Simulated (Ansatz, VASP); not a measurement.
## Ba2H3: VASP beside Ansatz

```xyz
5
Lattice="7.1215 0.0000 0.0000 -3.5607 6.1674 0.0000 0.0000 0.0000 4.7721" Properties=species:S:1:pos:R:3 pbc="T T T"
Ba    0.0000    4.1116    2.3861
Ba    3.5607    2.0558    2.3861
H     0.0000    4.1116    0.0000
H     3.5607    2.0558    0.0000
H     0.0000    0.0000    0.0000
```

Alike in both runs: task relaxation of cell and atoms; functional PBE; k mesh 6 × 6 × 8; occupations gaussian, width 0.1 eV; no spin polarisation.

|  | VASP | Ansatz |
| --- | --- | --- |
| version | VASP 6.6.1 | Ansatz 0.2.0 |
| potentials or method | VASP PAW PBE potentials, release 64 (Ba_sv, H), cutoff 600 eV | scalar-relativistic, plane waves, PAW |
| valence electrons in the cell | 23 | 23 |

|  | VASP | Ansatz | Ansatz less VASP |
| --- | --- | --- | --- |
| gap on the k mesh at the Fermi level, each at its own relaxed structure (eV) | none | none | - |
| relaxed volume (Å³/atom) | 43.34 | 42.52 | -0.819 |
| relaxed cell length with the largest relative difference (Å) | 4.817 | 4.775 | -0.0422 |

A gap of «none» marks a metal or a gap that the smearing closes.

Spin-orbit coupling is off throughout.
